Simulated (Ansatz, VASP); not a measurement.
One calculation of RuSe, two programs

INCAR

```
SYSTEM = RuSe
PREC = Accurate ; ENCUT = 500
EDIFF = 1E-6 ; ISMEAR = -1
SIGMA = 0.05 ; LREAL = .False.
LASPH = .True. ; NELM = 120
ALGO = Normal ; ISIF = 2
LWAVE = .False. ; LCHARG = .False.
GGA = PE ; NBANDS = 17
GGA_COMPAT = .False.
```

File KPOINTS:

```
regular mesh
0
Gamma
  9 9 9
  0 0 0
```

File POSCAR:

```
RuSe
1.0
    0.0000000000      2.6776164100      2.6776164100
    2.6776164100      0.0000000000      2.6776164100
    2.6776164100      2.6776164100      0.0000000000
Ru Se
1 1
Direct
    0.5000000000      0.5000000000      0.5000000000
    0.0000000000      0.0000000000      0.0000000000
```

The input input.yaml:

```yaml
crystal:
  lattice:
    - [0.0, 2.67761641, 2.67761641]
    - [2.67761641, 0.0, 2.67761641]
    - [2.67761641, 2.67761641, 0.0]
  atoms:
    - { symbol: Ru, position: [0.5, 0.5, 0.5] }
    - { symbol: Se, position: [0.0, 0.0, 0.0] }
kpoints:
  mp_grid: { grid: [9, 9, 9] }
scf:
  occupations: { method: fermi_dirac, width: 0.05 }
hamiltonian:
  xc: pbe
  pseudopotentials: { kind: all_electron, lapw: { basis_error: 0.001 } }
output:
  forces: true
  stress: true
  eigenvalues: true
  populations: true
```

Alike in both runs: task single point; functional PBE; k mesh 9 × 9 × 9; occupations fermi-dirac, width 0.05 eV; no spin polarisation.

|  | VASP | Ansatz |
| --- | --- | --- |
| version | VASP 6.6.1 | Ansatz 0.2.0 |
| potentials or method | VASP PAW PBE potentials, release 64 (Ru_pv, Se), cutoff 500 eV | all-electron LAPW, scalar-relativistic |

```csv
,VASP,Ansatz,Ansatz less VASP
gap on the k mesh at the Fermi level (eV),none,none,-
pressure (GPa),-12.5,-12.5,-0.03
```

A gap of «none» marks a metal or a gap that the smearing closes. Ansatz ran all-electron here, and VASP with PAW potentials.
